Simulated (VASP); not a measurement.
# H8C2O in VASP: notebook, part 2 of 2

VASP 6.6.1.

**4. Single point, PBE**

This run uses another cell than the first one, of 9.02 Å³/atom.

INCAR

```
SYSTEM = H8C2O
PREC = Accurate
ENCUT = 520
EDIFF = 1E-6
ISMEAR = -1
SIGMA = 0.02
LREAL = Auto
LASPH = .TRUE.
NELM = 120
ALGO = Normal
ISIF = 2
LWAVE = .FALSE.
LCHARG = .FALSE.
GGA = PE
NBANDS = 55
GGA_COMPAT = .FALSE.
```

KPOINTS

```
regular mesh
0
G
  1 1 1
  0 0 0
```

POSCAR

```
H8C2O
1.0
    6.6767950000      0.0000000000      0.0000000000
    0.0000000000      6.6767950000      0.0000000000
    0.0000000000      0.0000000000      6.6767950000
H C O
24 6 3
Direct
   -0.3580011068      0.4896810521     -0.2416728385
   -0.4339656976      0.4530916405     -0.1794423822
   -0.0324257372      0.3559342469      0.8415265108
   -0.0775072471      0.2611881898      0.8755697906
    0.3072432207      1.2491921648      0.7600652708
    0.2648725923      1.3517413669      0.7870692450
    0.5570636810      0.5347625620      0.5408882555
    0.5172242071      0.2050235180      0.5836482923
    0.6899867376      0.2286426347      0.3799727264
    0.3631383021      0.0189462160      0.3169035443
    0.2265308430      0.2327464000      0.4795863884
    0.2956658097      0.2294663832      0.2043944737
    0.4762464626      0.6253000130      0.2592711024
    0.1519741133      0.7505996515      0.2274893867
    0.2330159905      0.5275734840      0.1475857803
    0.0556105137      0.6552694818     -0.1093638490
    0.2266356837      0.8950402102     -0.0862240042
    0.2963697403      0.6821985698     -0.2014289790
    0.7220829754      0.9320340073      0.1041966992
    0.8372130641      0.7015192169      0.3490596911
    0.6347356778      0.7975383399      0.4686679762
    1.0278434488      0.8051018490      0.6349453593
    1.0674732413      1.0111737742      0.4909391407
    0.8628391316      1.0360959113      0.6517498291
    0.3339326728      0.1878446171      0.3521300265
    0.5415622316      0.2674187241      0.4366166701
    0.1960970795      0.7411939411     -0.0955548283
    0.2461510350      0.6828875231      0.1125090706
    0.9343704577      0.9236317724      0.5403790292
    0.7842834773      0.8451060726      0.3940064058
    0.5187219317      0.4804550686      0.4144503463
    0.4482090584      0.7099214518      0.1379104795
    0.7049340290      0.9736857280      0.2483676674
```

Launch:

```bash
> cat potpaw_PBE.64/H/POTCAR potpaw_PBE.64/C/POTCAR potpaw_PBE.64/O/POTCAR > POTCAR
> mpirun -np 1 vasp_gam > vasp.out
```

It took 71 s on 1 thread of AMD EPYC 7R43 (Zen 3), shared host; peak memory 0.28 GiB.

The run converged. Its results:

```
Free energy            : -157.0783 eV
Pressure               : 4.6 GPa
Largest force          : 3.482 eV/Å
Band gap on the k mesh : 4.43 eV
```

Forces in eV/Å, atoms in the order of the input:
```
H    1.712  0.729 -0.901
H   -1.421 -0.590  1.280
H    0.068  0.314 -0.081
H   -0.221 -0.309  0.183
H   -0.211  0.361  0.291
H    0.166 -0.408  0.003
H    0.241  0.897  0.806
H    0.832  0.581  1.173
H   -0.612 -0.234 -0.306
H   -0.741  1.342  1.257
H    0.548 -0.633 -1.751
H   -0.553  1.317 -1.112
H    0.589  0.347 -0.690
H   -0.312  0.908  0.087
H   -1.184 -1.546 -0.377
H   -0.620  1.486 -0.796
H   -1.021  2.160 -0.855
H    1.264 -0.871 -0.963
H   -0.069 -0.168  1.801
H    0.433 -0.880 -1.297
H    1.477  0.484  0.429
H   -2.082  1.096 -1.297
H   -0.859 -0.338 -0.852
H    0.570 -1.214 -0.775
C    2.228 -2.420  1.141
C   -2.210  0.038 -1.628
C   -1.322 -1.969  1.629
C    0.548 -1.414  0.232
C    1.483  1.164  2.868
C   -2.073 -1.034  1.203
O    0.116 -0.712  1.270
O    1.541  1.024  0.653
O    1.695  0.494 -2.625
```

Stress tensor (GPa, compression positive):
```
 2.67  0.97  1.50
 0.97  6.73 -0.02
 1.50 -0.02  4.54
```

Levels at points of the mesh, in eV from the valence-band top:
```tsv
k point	band 29	band 30	band 31	band 32	band 33	band 34	band 35	band 36	band 37	band 38
(0.00, 0.00, 0.00)	-1.89	-1.72	-1.31	-0.84	0.00	4.43	4.84	5.49	5.97	6.12
```

Caveat: the k points lie up to 0.94 Å⁻¹ apart, too coarse for converged energies, forces and pressures; the atoms stand as in a frame of molecular dynamics.

**5. Single point, PBE**

This run uses another cell than the first one, of 11.55 Å³/atom.

INCAR

```
PREC = Accurate ; ENCUT = 520
EDIFF = 1E-6 ; ISMEAR = -1
SIGMA = 0.02 ; LREAL = Auto
LASPH = T ; NELM = 120
ALGO = Normal ; ISIF = 2
LWAVE = F ; LCHARG = F
GGA = PE ; NBANDS = 55
GGA_COMPAT = F
```

KPOINTS

```
Automatic mesh
0
Gamma
  1 1 1
```

POSCAR

```
H8C2O
1.0
    7.2495050000      0.0000000000      0.0000000000
    0.0000000000      7.2495050000      0.0000000000
    0.0000000000      0.0000000000      7.2495050000
H C O
24 6 3
Direct
    0.0481550120      0.4845848096      0.5159800566
    0.0995378305      0.4957166041      0.4041931139
    0.0831091226      0.1947443308      0.8680040913
    0.0197668668      0.2387059530      0.9269598407
    0.6661006510      0.8951645664      0.8877709582
    0.5664524681      0.8995234847      0.8889986282
    0.3227116886      0.5029308898      0.5749771881
    0.4189113602      0.1927993704      0.5556241426
    0.5999168219      0.2870126995      0.4032689128
    0.3785223957      0.1366576063      0.1983445766
    0.1839435934      0.2417682311      0.2903646525
    0.3205046414      0.3774602542      0.1453478548
    0.4268705243      0.6592863927      0.2589004353
    0.1612110068      0.8712456919      0.1359954921
    0.1223393873      0.6467476055      0.1721910668
    0.0486929797      0.6615210280     -0.1021862872
    0.1628387042      0.8638658777     -0.1779845658
    0.2825986050      0.6692732814     -0.1881369831
    0.6493270920      0.9339120395      0.1840539458
    0.8530099641      0.7720389185      0.3471685308
    0.6423059230      0.8089241955      0.4673560471
    0.9073998845      0.9047238398      0.6851226394
    0.9814601135      1.0404158629      0.5009169592
    0.7764806011      1.1044064388      0.5937508837
    0.3349745948      0.2692459692      0.2599074006
    0.4705010894      0.3044897548      0.4455200734
    0.1821089854      0.7351950237     -0.1030553121
    0.2125110611      0.7325465670      0.1032346346
    0.8564032993      0.9816532301      0.5644109494
    0.7694594321      0.8786393002      0.4163042856
    0.4379471426      0.4946958448      0.5133453939
    0.4081657989      0.7147246605      0.1342022662
    0.7317465123      0.9971301489      0.2618109788
```

Launch:

```bash
> cat potpaw_PBE.64/H/POTCAR potpaw_PBE.64/C/POTCAR potpaw_PBE.64/O/POTCAR > POTCAR
> mpirun -np 1 vasp_gam > vasp.out
```

Wall time 82 s (1 thread of AMD EPYC 7R43 (Zen 3), shared host); peak memory 0.32 GiB.

It converged, with:

```
Free energy            : -158.9445 eV
Pressure               : 0.7 GPa
Largest force          : 7.858 eV/Å
Band gap on the k mesh : 5.09 eV
```

Forces in eV/Å, atoms in the order of the input:
```
H    1.131  0.355 -2.832
H   -1.467 -0.286  3.060
H    1.240 -0.827 -1.144
H   -1.234  0.851  1.143
H    0.992  0.019 -0.087
H   -0.961  0.021  0.038
H   -1.075 -0.276  0.425
H    1.048  1.575 -1.411
H    4.040 -0.285 -0.902
H    0.210  0.344 -0.057
H    1.007  0.166  0.489
H    1.016 -0.694  1.226
H   -0.091  0.271 -0.565
H    0.231  0.355  0.919
H   -0.935 -2.201  1.232
H   -0.052 -0.047 -1.220
H   -0.100  0.711  0.622
H    0.775 -1.136 -0.119
H   -1.223 -0.903 -1.172
H    0.372 -0.448  0.933
H    0.080  0.156 -0.232
H   -0.642  0.030 -0.170
H    0.362  0.150  0.139
H   -0.447  0.113  0.713
C   -0.369 -0.324  0.446
C   -7.846  0.203  0.368
C   -1.775 -0.853 -0.064
C    2.356  3.559 -2.053
C    2.099  1.119 -0.047
C   -1.285 -1.971 -1.513
O    2.161 -0.850 -0.893
O   -0.376 -0.589  1.506
O    0.760  1.692  1.221
```

Stress tensor (GPa, compression positive):
```
 2.53  0.04 -0.30
 0.04  1.24  2.01
-0.30  2.01 -1.57
```

Levels at points of the mesh, in eV from the valence-band top:
| k point | band 29 | band 30 | band 31 | band 32 | band 33 | band 34 | band 35 | band 36 | band 37 | band 38 |
| --- | --- | --- | --- | --- | --- | --- | --- | --- | --- | --- |
| (0.00, 0.00, 0.00) | -2.01 | -1.80 | -0.58 | -0.29 | 0.00 | 5.09 | 5.42 | 5.78 | 6.38 | 6.65 |

Caveat: the k points lie up to 0.87 Å⁻¹ apart, too coarse for converged energies, forces and pressures.

**6. Single point, PBE**

This run uses another cell than the first one, of 11.55 Å³/atom.

INCAR

```
SYSTEM = H8C2O
PREC     = Accurate       ! precision mode
ENCUT    = 520            ! plane-wave cutoff, eV
EDIFF    = 1E-6           ! SCF threshold, eV
ISMEAR   = -1             ! smearing method
SIGMA    = 0.02           ! smearing width, eV
LREAL    = Auto         
LASPH    = .TRUE.         ! aspherical terms in the spheres
NELM     = 120            ! most SCF steps
ALGO     = Normal         ! electronic algorithm
ISIF     = 2              ! what is computed and relaxed
LWAVE    = .FALSE.        ! write WAVECAR
LCHARG   = .FALSE.        ! write CHGCAR
GGA      = PE             ! functional
NBANDS   = 55             ! bands
GGA_COMPAT= .FALSE.
```

KPOINTS

```
regular mesh
0
G
  1 1 1
  0 0 0
```

POSCAR

```
H8C2O
1.0
    7.2495050000      0.0000000000      0.0000000000
    0.0000000000      7.2495050000      0.0000000000
    0.0000000000      0.0000000000      7.2495050000
H C O
24 6 3
Direct
   -0.1101730394      0.4919922119      0.2008137107
   -0.1969927602      0.4797706878      0.2697425548
   -0.0122904943      0.1762603102      0.9804393541
    0.0749292538      0.1462168796      1.0070204793
    0.5317328562      1.0214766387      0.8046618355
    0.4888195815      1.0950954582      0.7587000768
    0.3908266840      0.4675905458      0.5893229952
    0.5452510206      0.2222772451      0.5026412148
    0.6396436722      0.3140352341      0.3013171244
    0.3158008719      0.1034001632      0.2285811238
    0.2079314381      0.2974823798      0.3568795387
    0.3049863404      0.3351539174      0.1657492477
    0.4446372545      0.6480304517      0.2314778733
    0.1318986607      0.8264426330      0.1588936072
    0.1557761530      0.6121935222      0.1787294443
    0.0176839660      0.7124486430     -0.1265051890
    0.1915441123      0.8538238128     -0.1650043693
    0.2473548194      0.6365813942     -0.2045243089
    0.5992685018      0.8855087347      0.2532448767
    0.9131657955      0.7803705218      0.3951580142
    0.7165454745      0.8059998579      0.5130557190
    0.9625346834      0.9624933013      0.6458785807
    1.0026339729      1.1227939011      0.4916611548
    0.7725079161      1.1202971789      0.5916128067
    0.3382299895      0.2498653356      0.2845849475
    0.5107521134      0.3103246360      0.3864953538
    0.1714599824      0.7177731445     -0.1157044515
    0.2252981410      0.7271117131      0.1020621408
    0.8836741267      1.0347878924      0.5432232959
    0.8077792898      0.8740458831      0.4210632312
    0.4574243345      0.4952338125      0.4791499558
    0.4213942883      0.7375400114      0.1280363280
    0.7114140897      0.9590723780      0.2769430465
```

Potentials or basis: VASP PAW PBE potentials, release 64 (H, C, O).

Launch:

```bash
> cat potpaw_PBE.64/H/POTCAR potpaw_PBE.64/C/POTCAR potpaw_PBE.64/O/POTCAR > POTCAR
> mpirun -np 1 vasp_gam > vasp.out
```

Run time: 79 s. Hardware: 1 thread of AMD EPYC 7R43 (Zen 3), shared host; peak memory 0.31 GiB.

Results (log left out):

- Free energy: -159.0321 eV
- Pressure: 0.6 GPa
- Largest force: 4.375 eV/Å
- Band gap on the k mesh: 4.83 eV

Forces on the atoms (eV/Å):
```
H   -1.309 -0.158  0.982
H    1.514  0.327 -1.137
H   -2.050  0.688 -0.629
H    2.011 -0.675  0.582
H    0.842 -1.486  0.983
H   -0.909  1.460 -0.875
H   -0.421 -0.428  0.628
H   -0.105 -0.404  0.049
H   -0.927  0.596  0.402
H    0.703  1.168  1.026
H    0.910 -0.992  0.450
H    0.844  0.344 -0.826
H   -0.046  0.663 -0.603
H    0.368  1.989  0.353
H    1.035 -0.493 -0.520
H    0.596 -0.790 -0.002
H    0.568  1.480 -0.475
H    1.089 -2.031 -1.063
H    0.283  0.338 -0.464
H    1.683 -1.361 -1.266
H   -1.090 -0.899  0.725
H   -0.160 -0.175  1.431
H   -1.197 -0.424 -0.587
H   -0.139  0.225  0.518
C   -1.958 -0.430 -0.634
C   -1.086  0.528  0.977
C   -1.761  1.766  3.594
C   -1.205 -2.065 -2.273
C    1.901 -0.730 -1.002
C   -0.370  3.771  1.801
O    1.775 -0.471 -2.259
O   -0.716 -0.662  1.260
O   -0.673 -0.671 -1.147
```

Stress tensor (GPa, compression positive):
```
-0.33 -0.67  0.14
-0.67  1.77 -1.47
 0.14 -1.47  0.41
```

Levels at points of the mesh, in eV from the valence-band top:
| k point | band 31 | band 32 | band 33 | band 34 | band 35 | band 36 |
| --- | --- | --- | --- | --- | --- | --- |
| (0.00, 0.00, 0.00) | -0.90 | -0.64 | 0.00 | 4.83 | 5.92 | 5.97 |

Caveat: the k points lie up to 0.87 Å⁻¹ apart, too coarse for converged energies, forces and pressures.

**7. The runs side by side**

```csv
cell,gap on the mesh (eV),pressure (GPa),largest force (eV/Å)
"a = 5.767 Å, 33 atoms, atomic positions A",5.05,15.5,5.51
"a = 5.997 Å, 33 atoms, atomic positions B",4.85,10.7,4.39
"a = 6.677 Å, 33 atoms, atomic positions C",4.43,4.6,3.48
"a = 7.250 Å, 33 atoms, atomic positions D",5.09,0.7,7.86
"a = 7.250 Å, 33 atoms, atomic positions E",4.83,0.6,4.37
```

Alike in all rows: task single point; level PBE; potentials or basis VASP PAW PBE potentials, release 64 (H, C, O); no spin polarisation; k mesh 1 × 1 × 1; cutoff (eV) 520; smearing fermi-dirac 0.02 eV.

Caveats: all runs use coarse meshes; the atoms stand as in a frame of molecular dynamics (at least some runs).

Absolute energies hang on the potentials; compare differences alone.
